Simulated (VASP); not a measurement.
**AsAu (zincblende type): electric field gradients with PBE**

The system is AsAu (zincblende type).

```
Au As
1.0
     0.00000    2.90068    2.90068
     2.90068    0.00000    2.90068
     2.90068    2.90068    0.00000
Au As
1 1
Direct
  0.00000 0.00000 0.00000
  0.25000 0.25000 0.25000
```

* Program: VASP 6.6.1
* Task: electric field gradients
* Functional: PBE
* Potentials or basis: VASP PAW PBE potentials, release 64 (Au, As)
* Cutoff: 520 eV
* k mesh: 11 × 11 × 11
* Occupations: fermi-dirac, width 0.08 eV
* Spin: no spin polarisation
* Dipole correction: no
* Further INCAR settings: ALGO = Normal; EDIFF = 1e-08; NBANDS = 15

* Pressure: 1.5 GPa
* Band gap on the k mesh: zero (bands 8 and 9 overlap by 3.72 eV)
* Largest electric field gradient by atom: zero within the noise of the run

Levels at points of the mesh, in eV from the Fermi level:
```tsv
k point	band 4	band 5	band 6	band 7	band 8	band 9	band 10	band 11	band 12	band 13
(0.00, 0.00, 0.00)	-5.66	-4.31	-4.31	1.70	2.71	2.71	2.71	6.47	6.47	6.47
```

Wall time 49 s on 1 thread of Intel Xeon 8259CL, on a shared host, peak memory 0.2 GiB.

Caveat: spin-orbit coupling is left out, which moves the levels of the heavy elements.
